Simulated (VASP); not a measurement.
# BaTiO3 (Pm-3m) in VASP: notebook, part 2 of 3

VASP 6.6.1. Earlier steps stand in the parts before.

### 3 Single point, PBE, collinear spin

This run uses another cell than the first one, of 12.86 Å³/atom.

Contents of INCAR:

```
  ALGO = Normal
  EDIFF = 1E-6
  ENCUT = 600
  GGA = PE
  GGA_COMPAT = False
  ISIF = 2
  ISMEAR = 0
  ISPIN = 2
  LASPH = True
  LCHARG = False
  LMAXMIX = 4
  LORBIT = 11
  LREAL = False
  LWAVE = False
  MAGMOM = 0 0 1 -1 0 0 0 0 0 0
  NBANDS = 55
  NELM = 200
  PREC = Accurate
  SIGMA = 0.1
```

Contents of KPOINTS:

```
k-points
0
Gamma
  4 4 4
```

Contents of POSCAR:

```
BaTiO3
1.0
    0.0000000000      4.0060000000      4.0060000000
    4.0060000000      0.0000000000      4.0060000000
    4.0060000000      4.0060000000      0.0000000000
Ba Ti O
2 2 6
Direct
    0.2500000000      0.2500000000      0.2500000000
    0.7500000000      0.7500000000      0.7500000000
    0.0000000000      0.0000000000      0.0000000000
    0.5000000000      0.5000000000      0.5000000000
   -0.2500000000      0.2500000000      0.2500000000
    0.2500000000     -0.2500000000      0.2500000000
    0.2500000000      0.2500000000     -0.2500000000
    0.2500000000      0.7500000000      0.7500000000
    0.7500000000      0.2500000000      0.7500000000
    0.7500000000      0.7500000000      0.2500000000
```

Potentials or basis: VASP PAW PBE potentials, release 64 (Ba_sv, Ti_sv, O).

The run is started by

```
$ cat potpaw_PBE.64/Ba_sv/POTCAR potpaw_PBE.64/Ti_sv/POTCAR potpaw_PBE.64/O/POTCAR > POTCAR
$ mpirun -np 1 vasp_std > vasp.out
```

OUTCAR:

```text
EDIFF = 1E-6
   ENCUT = 600
   GGA = PE
   ISIF = 2
   ISMEAR = 0
   ISPIN = 2
   LASPH = True
   LORBIT = 11
   LREAL = False
   NELM = 200
   PREC = Accurate

 ion  position               nearest neighbor table
   1  0.250  0.250  0.250-   5 2.83   6 2.83   7 2.83   7 2.83   8 2.83   9 2.83   6 2.83   8 2.83
                            10 2.83   5 2.83   9 2.83  10 2.83   4 3.47   3 3.47   3 3.47   4 3.47
   2  0.750  0.750  0.750-   8 2.83   9 2.83  10 2.83   5 2.83   6 2.83  10 2.83   5 2.83   7 2.83
                             9 2.83   6 2.83   7 2.83   8 2.83   3 3.47   4 3.47   4 3.47   3 3.47
   3  0.000  0.000  0.000-   5 2.00   6 2.00   7 2.00   8 2.00   9 2.00  10 2.00   2 3.47   2 3.47
                             1 3.47   2 3.47   2 3.47   1 3.47   1 3.47   1 3.47
   4  0.500  0.500  0.500-   5 2.00   6 2.00   7 2.00   8 2.00   9 2.00  10 2.00   1 3.47   1 3.47
                             1 3.47   2 3.47   1 3.47   2 3.47   2 3.47   2 3.47
   5  0.750  0.250  0.250-   3 2.00   4 2.00   1 2.83   2 2.83   2 2.83   1 2.83
   6  0.250  0.750  0.250-   3 2.00   4 2.00   1 2.83   2 2.83   1 2.83   2 2.83
   7  0.250  0.250  0.750-   3 2.00   4 2.00   1 2.83   1 2.83   2 2.83   2 2.83
   8  0.250  0.750  0.750-   3 2.00   4 2.00   2 2.83   1 2.83   1 2.83   2 2.83
   9  0.750  0.250  0.750-   3 2.00   4 2.00   2 2.83   1 2.83   2 2.83   1 2.83
  10  0.750  0.750  0.250-   3 2.00   4 2.00   2 2.83   2 2.83   1 2.83   1 2.83

  LATTYP: Found a face centered cubic cell.
 ALAT       =     8.0120000000

  Lattice vectors:

 A1 = (   0.0000000000,   4.0060000000,   4.0060000000)
 A2 = (   4.0060000000,   0.0000000000,   4.0060000000)
 A3 = (   4.0060000000,   4.0060000000,   0.0000000000)

Analysis of symmetry for initial positions (statically):
=====================================================================
 Subroutine PRICEL returns following result:

  LATTYP: Found a simple cubic cell.
 ALAT       =     4.0060000000
[... 12 lines left out ...]
 Subroutine GETGRP returns: Found 48 space group operations
 (whereof 48 operations were pure point group operations)
 out of a pool of 48 trial point group operations.

The static configuration has the point symmetry O_h .

Analysis of symmetry for dynamics (positions and initial velocities):
=====================================================================
 Subroutine PRICEL returns following result:

  LATTYP: Found a simple cubic cell.
 ALAT       =     4.0060000000
[... 12 lines left out ...]
 Subroutine GETGRP returns: Found 48 space group operations
 (whereof 48 operations were pure point group operations)
 out of a pool of 48 trial point group operations.

The dynamic configuration has the point symmetry O_h .

Analysis of structural, dynamic, and magnetic symmetry:
=====================================================================
 Subroutine PRICEL returns following result:

  LATTYP: Found a simple cubic cell.
 ALAT       =     4.0060000000
[... 12 lines left out ...]
 Subroutine GETGRP returns: Found 48 space group operations
 (whereof 48 operations were pure point group operations)
 out of a pool of 48 trial point group operations.

The overall configuration has the point symmetry O_h .

 Subroutine INISYM returns: Found 48 space group operations
 (whereof 48 operations are pure point group operations),
 and found     2 'primitive' translations

----------------------------------------------------------------------------------------

                                     Primitive cell

  volume of cell :      64.2884

  direct lattice vectors                    reciprocal lattice vectors
    -4.006000000  0.000000000  0.000000000    -0.249625562  0.000000000  0.000000000
[... 102 lines left out ...]
   AEXX    =    0.0000 exact exchange contribution
   IVDW    =     0    specifies the selected vdW correction
   LEPSILON=     F    determine dielectric tensor
   LRPA    =     F    only Hartree local field effects (RPA)
 spin polarized calculation
 Gauss-broadening in eV      SIGMA  =   0.10
  energy-cutoff  :      600.00
  volume of cell :      128.58
 maximum number of plane-waves:      4314
 NGX is ok and might be reduce to    48
   NGX = 23   NGY = 23   NGZ = 23

 number of electron      79.9999998 magnetization      -0.0000000

 number of electron      79.9999998 magnetization       0.0000000

 Free energy of the ion-electron system (eV)
  ---------------------------------------------------
  ext. energy  EPLUGINS =         0.00000000
  ---------------------------------------------------
  free energy    TOTEN  =       -79.95244554 eV

  energy without entropy =      -79.95244554  energy(sigma->0) =      -79.95244554

 E-fermi :   4.3291     XC(G=0): -11.2460

 val. band max:        3.8129536768   @ k =   0.0000   0.0000   0.0000
 cond. band min:       5.5508917622   @ k =   0.0000   0.0000   0.0000
 fundamental gap:      1.7379380854
 Fermi energy:         4.3291415445

 spin component 1

 k-point     1 :       0.0000    0.0000    0.0000
  band No.  band energies     occupation
      1     -52.8392      1.00000
      2     -52.8363      1.00000
      3     -29.0946      1.00000
      4     -29.0946      1.00000
      5     -29.0946      1.00000
      6     -29.0488      1.00000
[... 429 lines left out ...]
     51      11.4286      0.00000
     52      11.4286      0.00000
 Fermi energy:         4.3291415445

 spin component 2

 k-point     1 :       0.0000    0.0000    0.0000
  band No.  band energies     occupation
      1     -52.8392      1.00000
      2     -52.8363      1.00000
      3     -29.0946      1.00000
      4     -29.0946      1.00000
      5     -29.0946      1.00000
      6     -29.0488      1.00000
[... 429 lines left out ...]
     51      11.4286      0.00000
     52      11.4286      0.00000
 [bands above 52 left out]

------------------------ aborting loop because EDIFF is reached ----------------------------------------

  FORCE on cell =-STRESS in cart. coord.  units (eV):
  Direction    XX          YY          ZZ          XY          YZ          ZX
  --------------------------------------------------------------------------------------
  -------------------------------------------------------------------------------------
  Total        2.6375399      2.6375399      2.6375399     -0.0000000      0.0000000      0.0000000
  in kB       32.8659957     32.8659957     32.8659957     -0.0000000      0.0000000      0.0000000
  external PRESSURE =      32.8659957 kB  Pullay stress =       0.0000000 kB

 VOLUME and BASIS-vectors are now :
 -----------------------------------------------------------------------------
  energy-cutoff  :      600.00
  volume of cell :      128.58
      direct lattice vectors                 reciprocal lattice vectors
     0.000000000  4.006000000  4.006000000    -0.124812781  0.124812781  0.124812781
     4.006000000  0.000000000  4.006000000     0.124812781 -0.124812781  0.124812781
     4.006000000  4.006000000  0.000000000     0.124812781  0.124812781 -0.124812781

 POSITION                                       TOTAL-FORCE (eV/Angst)
 -----------------------------------------------------------------------------------
      2.00300      2.00300      2.00300        -0.000000      0.000000      0.000000
      6.00900      6.00900      6.00900        -0.000000     -0.000000     -0.000000
      0.00000      0.00000      0.00000        -0.000000     -0.000000     -0.000000
      4.00600      4.00600      4.00600        -0.000000      0.000000      0.000000
      2.00300      4.00600      4.00600         0.000000      0.000000      0.000000
      4.00600      2.00300      4.00600         0.000000      0.000000     -0.000000
      4.00600      4.00600      2.00300        -0.000000     -0.000000     -0.000000
      6.00900      4.00600      4.00600        -0.000000     -0.000000     -0.000000
      4.00600      6.00900      4.00600        -0.000000     -0.000000      0.000000
      4.00600      4.00600      6.00900         0.000000      0.000000     -0.000000
 -----------------------------------------------------------------------------------
    total drift:                                0.000000     -0.000000     -0.000000

  FREE ENERGIE OF THE ION-ELECTRON SYSTEM (eV)
  ---------------------------------------------------
  free  energy   TOTEN  =       -79.9524455363 eV

  energy  without entropy=      -79.9524455363  energy(sigma->0) =      -79.95244554

 total charge

# of ion       s       p       d       tot
------------------------------------------
    1        2.008   5.652   0.328   7.989
    2        2.008   5.652   0.328   7.989
    3        2.209   6.267   1.695  10.171
    4        2.209   6.267   1.695  10.171
    5        1.560   3.468   0.000   5.029
    6        1.560   3.468   0.000   5.029
    7        1.560   3.468   0.000   5.029
    8        1.560   3.468   0.000   5.029
    9        1.560   3.468   0.000   5.029
   10        1.560   3.468   0.000   5.029
--------------------------------------------------
tot         17.796  44.651   4.046  66.493

 magnetization (x)

# of ion       s       p       d       tot
------------------------------------------
    1        0.000   0.000   0.000   0.000
    2        0.000   0.000   0.000   0.000
    3       -0.000   0.000   0.000  -0.000
    4        0.000  -0.000  -0.000   0.000
    5        0.000   0.000   0.000   0.000
    6        0.000   0.000   0.000   0.000
    7        0.000   0.000   0.000   0.000
    8        0.000   0.000   0.000   0.000
    9        0.000   0.000   0.000   0.000
   10        0.000   0.000   0.000   0.000
--------------------------------------------------
tot          0.000   0.000   0.000   0.000
```

Run time: 5.4 min. Hardware: 1 thread of Oxide Virtual Turin-like, shared host; peak memory 0.42 GiB.

Results:

- Free energy: -79.9524 eV
- Pressure: 3.3 GPa
- Band gap on the k mesh: 1.74 eV
- Net moment: 0.00 μB per cell
- Valence electrons inside the program's atomic spheres: Ba 7.99; Ti 10.17; O 5.03

Levels at points of the mesh, in eV from the valence-band top:
Spin up:
```
           k point  band 37  band 38  band 39  band 40  band 41  band 42  band 43  band 44
(0.00, 0.00, 0.00)    -0.15     0.00     0.00     0.00     1.74     1.74     1.74     3.88
(0.50, 0.00, 0.00)    -0.72    -0.72    -0.57    -0.57     3.14     3.14     3.15     3.15
(0.50, 0.50, 0.00)    -0.87    -0.72    -0.72    -0.09     1.90     3.47     3.47     3.48
```
Spin down:
| k point | band 37 | band 38 | band 39 | band 40 | band 41 | band 42 | band 43 | band 44 |
| --- | --- | --- | --- | --- | --- | --- | --- | --- |
| (0.00, 0.00, 0.00) | -0.15 | 0.00 | 0.00 | 0.00 | 1.74 | 1.74 | 1.74 | 3.88 |
| (0.50, 0.00, 0.00) | -0.72 | -0.72 | -0.57 | -0.57 | 3.14 | 3.14 | 3.15 | 3.15 |
| (0.50, 0.50, 0.00) | -0.87 | -0.72 | -0.72 | -0.09 | 1.90 | 3.47 | 3.47 | 3.48 |

Caveat: the cell stands under pressure; spin-orbit coupling is left out, which moves the levels of the heavy elements.

(Continued in part 3 of 3.)
